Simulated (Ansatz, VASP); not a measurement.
## Zr in VASP and in Ansatz

INCAR

```
SYSTEM = Zr
PREC = Accurate
ENCUT = 500
EDIFF = 1E-6
ISMEAR = 0
SIGMA = 0.1
LREAL = .FALSE.
LASPH = .TRUE.
NELM = 120
ALGO = Normal
ISIF = 2
LWAVE = .FALSE.
LCHARG = .TRUE.
GGA = PE
LELF = .TRUE.
LVHAR = .TRUE.
NBANDS = 12
GGA_COMPAT = .FALSE.
```

The input KPOINTS:

```
regular mesh
0
G
  6 6 6
  0 0 0
```

File POSCAR:

```
Zr
1.0
    0.0000000000      2.2646202716      2.2646202716
    2.2646202716      0.0000000000      2.2646202716
    2.2646202716      2.2646202716      0.0000000000
Zr
1
Direct
    0.0000000000      0.0000000000      0.0000000000
```

Input for Ansatz:

```yaml
crystal:
  lattice:
    - [0.0, 2.2646202716, 2.2646202716]
    - [2.2646202716, 0.0, 2.2646202716]
    - [2.2646202716, 2.2646202716, 0.0]
  atoms:
    - { symbol: Zr, position: [0.0, 0.0, 0.0] }
basis:
  ecutwfc: 420
kpoints:
  mp_grid: { grid: [6, 6, 6] }
hamiltonian:
  xc: pbe
scf:
  occupations: { method: gaussian, width: 0.1 }
output:
  forces: true
  stress: true
  eigenvalues: true
```

Alike in both runs: task single point; functional PBE; k mesh 6 × 6 × 6; occupations gaussian, width 0.1 eV; no spin polarisation.

|  | VASP | Ansatz |
| --- | --- | --- |
| version | VASP 6.6.1 | Ansatz 0.2.0 |
| potentials or method | VASP PAW PBE potentials, release 64 (Zr_sv), cutoff 500 eV | scalar-relativistic, plane waves, PAW |
| valence electrons in the cell | 12 | 12 |

|  | VASP | Ansatz | Ansatz less VASP |
| --- | --- | --- | --- |
| gap on the k mesh at the Fermi level (eV) | none | none | - |
| pressure (GPa) | -0.1 | -0.2 | -0.04 |

A gap of «none» marks a metal or a gap that the smearing closes.

The k mesh is coarse, so the values compare programs but aren't converged.
